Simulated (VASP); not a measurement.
Ge, 1 atom in the cell. Symmetry: Im-3m, No. 229, cubic system. Conventional cell: a = 3.376 Å, b = 3.376 Å, c = 3.376 Å, α = 90.00°, β = 90.00°, γ = 90.00°. Ge (site symmetry m-3m) has 14 Ge at 2.92 to 3.38 Å within 3.9 Å. 

| Property | Result |
| --- | --- |
| Program | VASP 6.6.1 |
| Task | relaxation of cell and atoms |
| Functional | PBE |
| Potentials or basis | VASP PAW PBE potentials, release 64 (Ge_d) |
| Cutoff | 600 eV |
| k mesh | 13 × 13 × 13 |
| Occupations | fermi-dirac, width 0.1 eV |
| Spin | no spin polarisation |
| Dipole correction | no |
| Further INCAR settings | ALGO = Normal; EDIFF = 1e-07; IBRION = 2; EDIFFG = -0.01; NSW = 80; ISIF = 3 |

Potentials or basis: VASP PAW PBE potentials, release 64 (Ge_d).

Run with:

```console
$ cat potpaw_PBE.64/Ge_d/POTCAR > POTCAR
$ mpirun -np 1 vasp_std > vasp.out
```

Hardware: 1 thread of Intel Xeon 8259CL, with other jobs on the host.

Problem. How long does it take, and how much memory?

Solution. It took 35 s on 1 thread of Intel Xeon 8259CL, on a shared host, peak memory 0.15 GiB. Counts: scf iterations 19, k points 84, ion steps 2.
